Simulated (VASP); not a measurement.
# N2 in VASP: single point with PBE

Aim: the single point of N2 with PBE.

Everything below comes from runs of VASP 6.6.1. Logs are shortened: lines on timing, memory, paths and dates and some standing lists are left out, and cuts for length are marked.

## Step 1: The cell of the first run

The cell holds a molecule in a box, 2 atoms: a = 9.000 Å, b = 9.500 Å, c = 10.000 Å, α = 90.00°, β = 90.00°, γ = 90.00°.

## Step 2: Single point, PBE

Contents of INCAR:

```
PREC     = Accurate       # precision mode
ENCUT    = 1000           # plane-wave cutoff, eV
EDIFF    = 1E-6           # SCF threshold, eV
ISMEAR   = -1             # smearing method
SIGMA    = 0.02           # smearing width, eV
LREAL    = F              # projectors in reciprocal space
LASPH    = T              # aspherical terms in the spheres
NELM     = 120            # most SCF steps
ALGO     = Normal         # electronic algorithm
ISIF     = 2              # what is computed and relaxed
LWAVE    = F              # write WAVECAR
LCHARG   = T              # write CHGCAR
GGA      = PE             # functional
LELF     = T              # ELF
LVHAR    = T            
NBANDS   = 12             # bands
GGA_COMPAT= F            
NELMDL   = -8
```

Contents of KPOINTS:

```
regular mesh
0
Gamma
  1 1 1
```

Contents of POSCAR:

```
N
1.0
    9.0000000000      0.0000000000      0.0000000000
    0.0000000000      9.5000000000      0.0000000000
    0.0000000000      0.0000000000     10.0000000000
N
2
Direct
    0.5000000000      0.5000000000      0.4448954622
    0.5000000000      0.5000000000      0.5551045378
```

Potentials or basis: VASP PAW PBE potentials, release 64 (N_h).

Run with:

```console
cat potpaw_PBE.64/N_h/POTCAR > POTCAR
mpirun -np 1 vasp_gam > vasp.out
```

OUTCAR:

```text
PREC = Accurate
   ENCUT = 1000
   EDIFF = 1E-6
   ISMEAR = -1
   LREAL = F
   LASPH = T
   NELM = 120
   ISIF = 2
   GGA = PE
   NELMDL = -8

 ion  position               nearest neighbor table
   1  0.500  0.500  0.445-   2 1.10
   2  0.500  0.500  0.555-   1 1.10

  LATTYP: Found a simple orthorhombic cell.
 ALAT       =     9.0000000000
 B/A-ratio  =     1.0555555556
 C/A-ratio  =     1.1111111111

  Lattice vectors:

 A1 = (   9.0000000000,   0.0000000000,   0.0000000000)
 A2 = (   0.0000000000,   9.5000000000,   0.0000000000)
 A3 = (   0.0000000000,   0.0000000000,  10.0000000000)

Analysis of symmetry for initial positions (statically):
=====================================================================
 Subroutine PRICEL returns:
 Original cell was already a primitive cell.

 Routine SETGRP: Setting up the symmetry group for a
 simple orthorhombic supercell.

 Subroutine GETGRP returns: Found  8 space group operations
 (whereof  8 operations were pure point group operations)
 out of a pool of  8 trial point group operations.

The static configuration has the point symmetry D_2h.

Analysis of symmetry for dynamics (positions and initial velocities):
=====================================================================
 Subroutine PRICEL returns:
 Original cell was already a primitive cell.

 Routine SETGRP: Setting up the symmetry group for a
 simple orthorhombic supercell.

 Subroutine GETGRP returns: Found  8 space group operations
 (whereof  8 operations were pure point group operations)
 out of a pool of  8 trial point group operations.

The dynamic configuration has the point symmetry D_2h.

 Subroutine INISYM returns: Found  8 space group operations
 (whereof  8 operations are pure point group operations),
 and found     1 'primitive' translations

----------------------------------------------------------------------------------------

                                     Primitive cell

  volume of cell :     855.0000

  direct lattice vectors                    reciprocal lattice vectors
     9.000000000  0.000000000  0.000000000     0.111111111  0.000000000  0.000000000
     0.000000000  9.500000000  0.000000000     0.000000000  0.105263158  0.000000000
     0.000000000  0.000000000 10.000000000     0.000000000  0.000000000  0.100000000

[... 55 lines left out ...]
   LSORBIT =      F    spin-orbit coupling
   LASPH  =      T    aspherical Exc in radial PAW
   ENCUT  = 1000.0 eV  73.50 Ry    8.57 a.u.  23.21 24.50 25.78*2*pi/ulx,y,z
   NELM   =    120;   NELMIN=  2; NELMDL= -8     # of ELM steps
   EDIFF  = 0.1E-05   stopping-criterion for ELM
   LREAL  =      F    real-space projection
   EDIFFG = 0.1E-04   stopping-criterion for IOM
   NSW    =      0    number of steps for IOM
   IBRION =     -1    ionic relax: 0-MD 1-quasi-New 2-CG
   NFREE  =      0    steps in history (QN), initial steepest desc. (CG)
   ISIF   =      2    stress and relaxation
   ISYM   =      2    0-nonsym 1-usesym 2-fastsym
   POTIM  = 0.5000    time-step for ionic-motion
   TEBEG  =    0.0;   TEEND  =   0.0 temperature during run
   PSTRESS=    0.0 pullay stress
   NELECT =      10.0000    total number of electrons
   NUPDOWN=      -1.0000    fix difference up-down
   EMIN   =  10.00;   EMAX   =-10.00  energy-range for DOS
   EFERMI =   0.00;   METHOD = LEGACY
   ISMEAR =    -1;   SIGMA  =   0.02  broadening in eV -4-tet -1-fermi 0-gaus
   EFERMI_NEDOS =   21; number of points for ismear=-14 and -15
   IALGO  =     38    algorithm
   IMIX   =      4    mixing-type and parameters
     AMIX     =   0.40;   BMIX     =  1.00
     AMIX_MAG =   1.60;   BMIX_MAG =  1.00
  volume/ion in A,a.u.               =     427.50      2884.91
  Fermi-wavevector in a.u.,A,eV,Ry     =   0.371609  0.702239  1.878872  0.138093
  Thomas-Fermi vector in A             =   1.299861
   LORBIT       =      0    0 simple, 1 ext, 2 COOP (PROOUT), +10 PAW based schemes
   GGA     = PE    functional components
   LHFCALC =     F    Hartree Fock is set to
   AEXX    =    0.0000 exact exchange contribution
   IVDW    =     0    specifies the selected vdW correction
   LEPSILON=     F    determine dielectric tensor
   LRPA    =     F    only Hartree local field effects (RPA)
 non-spin polarized calculation
  energy-cutoff  :     1000.00
  volume of cell :      855.00
 maximum number of plane-waves:     30729
 NGX is ok and might be reduce to    96
   NGX = 47   NGY = 49   NGZ = 51

 number of electron      10.0000000 magnetization

 Free energy of the ion-electron system (eV)
  ---------------------------------------------------
  ext. energy  EPLUGINS =         0.00000000
  ---------------------------------------------------
  free energy    TOTEN  =       -16.82150141 eV

  energy without entropy =      -16.82150141  energy(sigma->0) =      -16.82150141

 E-fermi :  -9.5418     XC(G=0):  -0.6933

 val. band max:      -10.0547757032   @ k =   0.0000   0.0000   0.0000
 cond. band min:      -1.8017428210   @ k =   0.0000   0.0000   0.0000
 fundamental gap:      8.2530328822
 Fermi energy:        -9.5417733541

 k-point     1 :       0.0000    0.0000    0.0000
  band No.  band energies     occupation
      1     -28.0104      2.00000
      2     -13.3387      2.00000
      3     -11.4009      2.00000
      4     -11.4008      2.00000
      5     -10.0548      2.00000
      6      -1.8017      0.00000
      7      -1.8013      0.00000
      8      -0.1852      0.00000
      9       1.1999      0.00000
     10       1.2785      0.00000
     11       1.3038      0.00000
     12       1.5497      0.00000

------------------------ aborting loop because EDIFF is reached ----------------------------------------

  FORCE on cell =-STRESS in cart. coord.  units (eV):
  Direction    XX          YY          ZZ          XY          YZ          ZX
  --------------------------------------------------------------------------------------
  -------------------------------------------------------------------------------------
  Total       -0.0118117     -0.0119367      0.0743384      0.0000000      0.0000000      0.0000000
  in kB       -0.0221339     -0.0223682      0.1393021      0.0000000      0.0000000      0.0000000
  external PRESSURE =       0.0316000 kB  Pullay stress =       0.0000000 kB

 VOLUME and BASIS-vectors are now :
 -----------------------------------------------------------------------------
  energy-cutoff  :     1000.00
  volume of cell :      855.00
      direct lattice vectors                 reciprocal lattice vectors
     9.000000000  0.000000000  0.000000000     0.111111111  0.000000000  0.000000000
     0.000000000  9.500000000  0.000000000     0.000000000  0.105263158  0.000000000
     0.000000000  0.000000000 10.000000000     0.000000000  0.000000000  0.100000000

 POSITION                                       TOTAL-FORCE (eV/Angst)
 -----------------------------------------------------------------------------------
      4.50000      4.75000      4.44895         0.000000      0.000000     -0.078496
      4.50000      4.75000      5.55105         0.000000     -0.000000      0.078496
 -----------------------------------------------------------------------------------
    total drift:                                0.000000      0.000000     -0.000000

  FREE ENERGIE OF THE ION-ELECTRON SYSTEM (eV)
  ---------------------------------------------------
  free  energy   TOTEN  =       -16.8215014094 eV

  energy  without entropy=      -16.8215014094  energy(sigma->0) =      -16.82150141
```

OSZICAR:

```text
N       E                     dE             d eps       ncg     rms          rms(c)
DAV:   1     0.990801621560E+02    0.99080E+02   -0.32256E+03    32   0.764E+02
DAV:   2     0.303704661201E+02   -0.68710E+02   -0.62169E+02    40   0.977E+01
DAV:   3    -0.131812301989E+02   -0.43552E+02   -0.43480E+02    32   0.955E+01
[... 13 lines left out ...]
DAV:  17    -0.168214600459E+02   -0.16673E-03   -0.13118E-05    28   0.170E-02    0.157E-03
DAV:  18    -0.168214903822E+02   -0.30336E-04   -0.11830E-06    32   0.528E-03    0.676E-04
DAV:  19    -0.168214997028E+02   -0.93206E-05   -0.37575E-07    32   0.274E-03    0.357E-04
DAV:  20    -0.168215009888E+02   -0.12861E-05   -0.11611E-07    28   0.139E-03    0.103E-04
DAV:  21    -0.168215014094E+02   -0.42056E-06   -0.14685E-08    24   0.614E-04
   1 F= -.16821501E+02 E0= -.16821501E+02  d E =-.772780E-11
```

Run time: 91 s. Hardware: 1 thread of Intel Xeon 6975P-C (Granite Rapids), shared host; peak memory 1.5 GiB.

What came out:

```
Free energy                     : -16.8215 eV
Largest force                   : 0.078 eV/Å
Gap between the frontier levels : 8.25 eV
```

Forces in eV/Å, atoms in the order of the input:
```
N    0.000  0.000 -0.078
N    0.000  0.000  0.078
```
